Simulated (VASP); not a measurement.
BaTe, 2 atoms in the cell. Symmetry: Fm-3m, No. 225, cubic system. The conventional cell has a = 6.820 Å, b = 6.820 Å, c = 6.820 Å, α = 90.00°, β = 90.00°, γ = 90.00°. Within 4.5 Å of Ba (site symmetry m-3m) lie 6 Te at 3.41 Å. Te (site symmetry m-3m) has 6 Ba at 3.41 Å within 4.5 Å. 

```yaml
Program: VASP 6.6.1
Task: relaxation of cell and atoms
Functional: PBEsol
Potentials_or_basis: VASP PAW PBE potentials, release 64 (Ba_sv, Te)
Cutoff: 600 eV
k_mesh: 7 × 7 × 7
Occupations: fermi-dirac, width 0.05 eV
Spin: no spin polarisation
Target_pressure: 30 GPa
Dipole_correction: no
Further_INCAR_settings: ALGO = Normal; EDIFF = 1e-06; IBRION = 2; EDIFFG = -0.005; NSW = 80; ISIF = 3
```

Potentials or basis: VASP PAW PBE potentials, release 64 (Ba_sv, Te).

Command:

```bash
$ cat potpaw_PBE.64/Ba_sv/POTCAR potpaw_PBE.64/Te/POTCAR > POTCAR
$ mpirun -np 1 vasp_std > vasp.out
```

Hardware: 1 thread of Intel Xeon 8259CL (shared host).

Question: Estimate the wall time of this run.

Answer: Wall time 5.6 min on 1 thread of Intel Xeon 8259CL, with other jobs on the host, peak memory 0.28 GiB. Counts: scf iterations 98, k points 20, ion steps 16.
